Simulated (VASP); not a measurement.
A run of VASP 6.6.1 is set up as follows.

INCAR

```
SYSTEM = Si
ALGO = Normal
EDIFF = 1E-7
EDIFFG = -0.03
ENCUT = 520
GGA = PS
IBRION = 2
ISIF = 2
ISMEAR = 0
LASPH = .TRUE.
LCHARG = .FALSE.
LREAL = Auto
LWAVE = .FALSE.
NELM = 100
NSW = 80
PREC = Accurate
SIGMA = 0.02
```

File KPOINTS:

```
k-points
0
G
  2 2 2
  0 0 0
```

File POSCAR:

```
Si
1.0
    0.0000000000      5.4300000000      5.4300000000
    5.4300000000      0.0000000000      5.4300000000
    5.4300000000      5.4300000000      0.0000000000
Si
17
Direct
    0.0000000000      0.0000000000      0.0000000000
    0.1250000000      0.1250000000      0.1250000000
    0.0000000000      0.0000000000      0.5000000000
    0.1250000000      0.1250000000      0.6250000000
    0.0000000000      0.5000000000      0.0000000000
    0.1250000000      0.6250000000      0.1250000000
    0.0000000000      0.5000000000      0.5000000000
    0.1250000000      0.6250000000      0.6250000000
    0.5000000000      0.0000000000      0.0000000000
    0.6250000000      0.1250000000      0.1250000000
    0.5000000000      0.0000000000      0.5000000000
    0.6250000000      0.1250000000      0.6250000000
    0.5000000000      0.5000000000      0.0000000000
    0.6250000000      0.6250000000      0.1250000000
    0.5000000000      0.5000000000      0.5000000000
    0.6250000000      0.6250000000      0.6250000000
    0.8751920000      0.8721696000      0.3809681000
```

Potentials or basis: VASP PAW PBE potentials, release 64 (Si).

The run is started by

```console
$ cat potpaw_PBE.64/Si/POTCAR > POTCAR
$ mpirun -np 1 vasp_std > vasp.out
```

Task: Estimate the band gap on the k mesh.

Result: Zero (bands 34 and 35 overlap by 0.25 eV).

Task: What does it give for the energy gained by relaxing?

Result: 7.2 meV/atom.

Final structure:
```
CELL_PARAMETERS angstrom
0.00000 5.43000 5.43000
5.43000 0.00000 5.43000
5.43000 5.43000 0.00000
ATOMIC_POSITIONS crystal
Si 0.00163 0.00166 0.99505
Si 0.12796 0.12794 0.12216
Si 0.00240 0.00246 0.50228
Si 0.12505 0.12432 0.62644
Si 0.99860 0.50040 0.00062
Si 0.12795 0.62196 0.12216
Si 0.00235 0.49298 0.50224
Si 0.12804 0.62194 0.62809
Si 0.50042 0.99866 0.00057
Si 0.62204 0.12790 0.12216
Si 0.49369 0.00215 0.50201
Si 0.62202 0.12799 0.62806
Si 0.50042 0.50034 0.00057
Si 0.62500 0.62504 0.12493
Si 0.50056 0.50048 0.49848
Si 0.62202 0.62194 0.62806
Si 0.87505 0.87401 0.37710
```

Caveat: the k points lie up to 0.50 Å⁻¹ apart.
